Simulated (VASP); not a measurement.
# SnO2 in VASP: single point with LDA

Aim: the single point of SnO2 with LDA.

Everything below comes from runs of VASP 6.6.1. Logs are shortened: lines on timing, memory, paths and dates and some standing lists are left out, and cuts for length are marked.

## (1) The cell of the first run

The cell holds a slab with vacuum, 24 atoms: a = 3.190 Å, b = 6.678 Å, c = 27.608 Å, α = 90.00°, β = 90.00°, γ = 90.00°.

## (2) Single point, LDA

File INCAR:

```
SYSTEM = SnO2
PREC     = Accurate       ! precision mode
ENCUT    = 520            ! plane-wave cutoff, eV
EDIFF    = 1E-6           ! SCF threshold, eV
ISMEAR   = 0              ! smearing method
SIGMA    = 0.05           ! smearing width, eV
LREAL    = Auto         
LASPH    = .True.         ! aspherical terms in the spheres
NELM     = 80             ! most SCF steps
ALGO     = Normal         ! electronic algorithm
ISIF     = 2              ! what is computed and relaxed
LWAVE    = .False.        ! write WAVECAR
LCHARG   = .False.        ! write CHGCAR
LDIPOL   = .True.       
IDIPOL   = 3            
DIPOL    = 0.5 0.5 0.500
NBANDS   = 122            ! bands
KPAR     = 4
```

File KPOINTS:

```
Automatic mesh
0
Gamma
  8 4 1
  0 0 0
```

File POSCAR:

```
SnO2
1.0
    3.1904916916      0.0000000000      0.0000000000
    0.0000000000      6.6783098408      0.0000000000
    0.0000000000      0.0000000000     27.6077324965
O Sn
16 8
Direct
    0.0000000000      0.0000000000      0.2679341260
    0.5000000000      0.3142446461      0.3139009526
    0.5000000000      0.6857553539      0.3139009526
    0.0000000000      0.0000000000      0.3620488830
    0.0000000000      0.5000000000      0.3960387963
    0.5000000000      0.8043623194      0.4388365461
    0.5000000000      0.1956376806      0.4388365461
    0.0000000000      0.5000000000      0.4899837081
    0.0000000000      0.0000000000      0.5100163016
    0.5000000000      0.3043622862      0.5611634700
    0.5000000000      0.6956377138      0.5611634700
    0.0000000000      0.0000000000      0.6039612102
    0.0000000000      0.5000000000      0.6379510655
    0.5000000000      0.8142445074      0.6860990014
    0.5000000000      0.1857554926      0.6860990014
    0.0000000000      0.5000000000      0.7320659129
    0.0000000000      0.5000000000      0.3243604057
    0.5000000000      0.0000000000      0.3099605336
    0.0000000000      0.0000000000      0.4348715088
    0.5000000000      0.5000000000      0.4443296507
    0.0000000000      0.5000000000      0.5651284616
    0.5000000000      0.0000000000      0.5556703793
    0.0000000000      0.0000000000      0.6756396228
    0.5000000000      0.5000000000      0.6900394938
```

Potentials or basis: VASP PAW LDA potentials, release 64 (O, Sn_d).

Command:

```console
> cat potpaw_LDA.64/O/POTCAR potpaw_LDA.64/Sn_d/POTCAR > POTCAR
> mpirun -np 4 vasp_std > vasp.out
```

OUTCAR:

```text
SYSTEM = SnO2
   PREC = Accurate
   ENCUT = 520
   EDIFF = 1E-6
   ISMEAR = 0
   LREAL = Auto
   LASPH = .True.
   NELM = 80
   ISIF = 2

 ion  position               nearest neighbor table
   1  0.000  0.000  0.268-  18 1.97  18 1.97
   2  0.500  0.314  0.314-  17 2.04  17 2.04  18 2.10
   3  0.500  0.686  0.314-  17 2.04  17 2.04  18 2.10
   4  0.000  0.000  0.362-  19 2.01  18 2.15  18 2.15
   5  0.000  0.500  0.396-  17 1.98  20 2.08  20 2.08
   6  0.500  0.804  0.439-  20 2.04  19 2.06  19 2.06
   7  0.500  0.196  0.439-  20 2.04  19 2.06  19 2.06
   8  0.000  0.500  0.490-  20 2.03  20 2.03  21 2.07
   9  0.000  0.000  0.510-  22 2.03  22 2.03  19 2.07
  10  0.500  0.304  0.561-  22 2.04  21 2.06  21 2.06
  11  0.500  0.696  0.561-  22 2.04  21 2.06  21 2.06
  12  0.000  0.000  0.604-  23 1.98  22 2.08  22 2.08
  13  0.000  0.500  0.638-  21 2.01  24 2.15  24 2.15
  14  0.500  0.814  0.686-  23 2.04  23 2.04  24 2.10
  15  0.500  0.186  0.686-  23 2.04  23 2.04  24 2.10
  16  0.000  0.500  0.732-  24 1.97  24 1.97
  17  0.000  0.500  0.324-   5 1.98   3 2.04   2 2.04   2 2.04   3 2.04  20 3.68  20 3.68  18 3.72
                            18 3.72  18 3.72  18 3.72
  18  0.500  0.000  0.310-   1 1.97   1 1.97   3 2.10   2 2.10   4 2.15   4 2.15  17 3.72  17 3.72
                            17 3.72  17 3.72
  19  0.000  0.000  0.435-   4 2.01   6 2.06   7 2.06   6 2.06   7 2.06   9 2.07  22 3.70  22 3.70
                            20 3.71  20 3.71  20 3.71  20 3.71
  20  0.500  0.500  0.444-   8 2.03   8 2.03   6 2.04   7 2.04   5 2.08   5 2.08  17 3.68  17 3.68
                            21 3.70  21 3.70  19 3.71  19 3.71  19 3.71  19 3.71
  21  0.000  0.500  0.565-  13 2.01  11 2.06  10 2.06  10 2.06  11 2.06   8 2.07  20 3.70  20 3.70
                            22 3.71  22 3.71  22 3.71  22 3.71
  22  0.500  0.000  0.556-   9 2.03   9 2.03  11 2.04  10 2.04  12 2.08  12 2.08  23 3.68  23 3.68
                            19 3.70  19 3.70  21 3.71  21 3.71  21 3.71  21 3.71
  23  0.000  0.000  0.676-  12 1.98  14 2.04  15 2.04  14 2.04  15 2.04  22 3.68  22 3.68  24 3.72
                            24 3.72  24 3.72  24 3.72
  24  0.500  0.500  0.690-  16 1.97  16 1.97  14 2.10  15 2.10  13 2.15  13 2.15  23 3.72  23 3.72
                            23 3.72  23 3.72

  LATTYP: Found a simple orthorhombic cell.
 ALAT       =     3.1904916916
 B/A-ratio  =     2.0931914220
 C/A-ratio  =     8.6531278452

  Lattice vectors:

 A1 = (   3.1904916916,   0.0000000000,   0.0000000000)
 A2 = (   0.0000000000,   6.6783098408,   0.0000000000)
 A3 = (   0.0000000000,   0.0000000000,  27.6077324965)

Analysis of symmetry for initial positions (statically):
=====================================================================
 Subroutine PRICEL returns:
 Original cell was already a primitive cell.

 Routine SETGRP: Setting up the symmetry group for a
[... 173 lines left out ...]
   IALGO  =     38    algorithm
   IMIX   =      4    mixing-type and parameters
     AMIX     =   0.40;   BMIX     =  1.00
     AMIX_MAG =   1.60;   BMIX_MAG =  1.00
  volume/ion in A,a.u.               =      24.51       165.40
  Fermi-wavevector in a.u.,A,eV,Ry     =   1.157651  2.187643 18.233926  1.340156
  Thomas-Fermi vector in A             =   2.294260
   LORBIT       =      0    0 simple, 1 ext, 2 COOP (PROOUT), +10 PAW based schemes
   GGA     = CA    functional components
   LHFCALC =     F    Hartree Fock is set to
   AEXX    =    0.0000 exact exchange contribution
   IVDW    =     0    specifies the selected vdW correction
   LEPSILON=     F    determine dielectric tensor
   LRPA    =     F    only Hartree local field effects (RPA)
 non-spin polarized calculation
 Gauss-broadening in eV      SIGMA  =   0.05
  energy-cutoff  :      520.00
  volume of cell :      588.24
 maximum number of plane-waves:     15910
 NGX is ok and might be reduce to    24
   NGX = 11   NGY = 25   NGZ =103

 number of electron     208.0000023 magnetization

 dipolmoment           0.000000      0.000000      0.000052 electrons x Angstroem

 Free energy of the ion-electron system (eV)
  ---------------------------------------------------
  ext. energy  EPLUGINS =         0.00000000
  ---------------------------------------------------
  free energy    TOTEN  =      -165.49236831 eV

  energy without entropy =     -165.49236831  energy(sigma->0) =     -165.49236831

 E-fermi :  -0.6324     XC(G=0):  -6.2254

 val. band max:       -0.9526184015   @ k =   0.2500   0.0000   0.0000
 cond. band min:       0.0227910235   @ k =   0.0000   0.0000   0.0000
 fundamental gap:      0.9754094250
 Fermi energy:        -0.6324338379

 k-point     1 :       0.0000    0.0000    0.0000
  band No.  band energies     occupation
      1     -22.6731      2.00000
      2     -22.6723      2.00000
      3     -22.2754      2.00000
      4     -22.1877      2.00000
      5     -21.9372      2.00000
      6     -21.8874      2.00000
[... 1774 lines left out ...]
    115       6.2416      0.00000
    116       6.2419      0.00000
 [bands above 116 left out]

------------------------ aborting loop because EDIFF is reached ----------------------------------------

 vacuum level on the upper side and lower side of the slab       (xc-potential included)        -0.146        -0.147

  FORCE on cell =-STRESS in cart. coord.  units (eV):
  Direction    XX          YY          ZZ          XY          YZ          ZX
  --------------------------------------------------------------------------------------
  -------------------------------------------------------------------------------------
  Total       -5.9396415      3.0435009      1.5292257      0.0000000      0.0000000      0.0000000
  in kB      -16.1776671      8.2895145      4.1651176      0.0000000      0.0000000      0.0000000
  external PRESSURE =      -1.2410117 kB  Pullay stress =       0.0000000 kB

 VOLUME and BASIS-vectors are now :
 -----------------------------------------------------------------------------
  energy-cutoff  :      520.00
  volume of cell :      588.24
      direct lattice vectors                 reciprocal lattice vectors
     3.190491692  0.000000000  0.000000000     0.313431313  0.000000000  0.000000000
     0.000000000  6.678309841  0.000000000     0.000000000  0.149738485  0.000000000
     0.000000000  0.000000000 27.607732496     0.000000000  0.000000000  0.036221736

 POSITION                                       TOTAL-FORCE (eV/Angst)
 -----------------------------------------------------------------------------------
      0.00000      0.00000      7.39705         0.000000      0.000000     -0.097151
      1.59525      2.09862      8.66609         0.000000     -0.040642     -0.013599
      1.59525      4.57969      8.66609         0.000000      0.040642     -0.013599
      0.00000      0.00000      9.99535         0.000000      0.000000     -0.023878
      0.00000      3.33915     10.93373         0.000000      0.000000      0.017162
      1.59525      5.37178     12.11528         0.000000     -0.005437      0.001796
[... 16 lines left out ...]
      0.00000      0.00000     18.65288         0.000000      0.000000      0.054039
      1.59525      3.33915     19.05043         0.000000      0.000000     -0.004604
 -----------------------------------------------------------------------------------
    total drift:                                0.000000      0.000000      0.016749

  FREE ENERGIE OF THE ION-ELECTRON SYSTEM (eV)
  ---------------------------------------------------
  free  energy   TOTEN  =      -165.4923683051 eV

  energy  without entropy=     -165.4923683051  energy(sigma->0) =     -165.49236831

 vacuum level on the upper side and lower side of the slab         6.746         6.746
```

OSZICAR:

```text
N       E                     dE             d eps       ncg     rms          rms(c)
DAV:   1     0.361599851202E+04    0.36160E+04   -0.92557E+04  3852   0.212E+03
DAV:   2     0.586995652103E+03   -0.30290E+04   -0.29284E+04  4204   0.652E+02
DAV:   3    -0.120541384474E+03   -0.70754E+03   -0.69030E+03  4082   0.294E+02
[... 18 lines left out ...]
DAV:  22    -0.165492358034E+03   -0.27223E-05   -0.16457E-07  2576   0.191E-03    0.466E-04
DAV:  23    -0.165492363276E+03   -0.52414E-05   -0.25065E-07  2444   0.174E-03    0.337E-04
DAV:  24    -0.165492365439E+03   -0.21630E-05   -0.89729E-08  2470   0.122E-03    0.301E-04
DAV:  25    -0.165492367406E+03   -0.19672E-05   -0.89544E-08  2392   0.827E-04    0.191E-04
DAV:  26    -0.165492368305E+03   -0.89922E-06   -0.59893E-08  2370   0.912E-04
   1 F= -.16549237E+03 E0= -.16549237E+03  d E =-.522679E-20
```

stdout:

```text
POSCAR found type information on POSCAR O Sn
 POSCAR found :  2 types and      24 ions
 scaLAPACK will be used
 LDA part: xc-table for (Slater(with rela. corr.)+CA(PZ))
 , standard interpolation
 POSCAR, INCAR and KPOINTS ok, starting setup
 FFT: planning ... GRIDC
 FFT: planning ... GRID_SOFT
 FFT: planning ... GRID
 WAVECAR not read
 entering main loop
```

Wall time 9.7 min (4 MPI ranks of Intel Xeon Platinum 8259CL at 2.50GHz (Skylake/Cascade Lake), shared host); peak memory 0.88 GiB.

Results:

```
Free energy            : -165.4924 eV
Largest force          : 0.097 eV/Å
Band gap on the k mesh : 0.98 eV (least direct gap 1.04 eV)
```

Forces on the atoms (eV/Å):
```
O    0.000  0.000 -0.097
O    0.000 -0.041 -0.014
O    0.000  0.041 -0.014
O    0.000  0.000 -0.024
O    0.000  0.000  0.017
O    0.000 -0.005  0.002
O    0.000  0.005  0.002
O    0.000  0.000  0.051
O    0.000  0.000 -0.051
O    0.000 -0.005 -0.002
O    0.000  0.005 -0.002
O    0.000  0.000 -0.017
O    0.000  0.000  0.024
O    0.000 -0.041  0.014
O    0.000  0.041  0.014
O    0.000  0.000  0.097
Sn   0.000  0.000 -0.054
Sn   0.000  0.000  0.005
Sn   0.000  0.000  0.041
Sn   0.000  0.000 -0.016
Sn   0.000  0.000 -0.041
Sn   0.000  0.000  0.016
Sn   0.000  0.000  0.054
Sn   0.000  0.000 -0.005
```

Levels at points of the mesh, in eV from the valence-band top:
```tsv
k point	band 102	band 103	band 104	band 105	band 106	band 107
(0.00, 0.00, 0.00)	-0.55	-0.09	-0.06	0.98	1.39	2.37
(0.50, 0.00, 0.00)	-0.27	-0.05	-0.05	3.88	3.91	4.45
(0.00, 0.50, 0.00)	-0.44	-0.27	-0.27	2.02	2.03	3.26
(0.50, 0.50, 0.00)	-0.25	-0.10	-0.10	4.02	4.02	5.45
```

Caveat: spin-orbit coupling is left out, which moves the levels of the heavy elements.
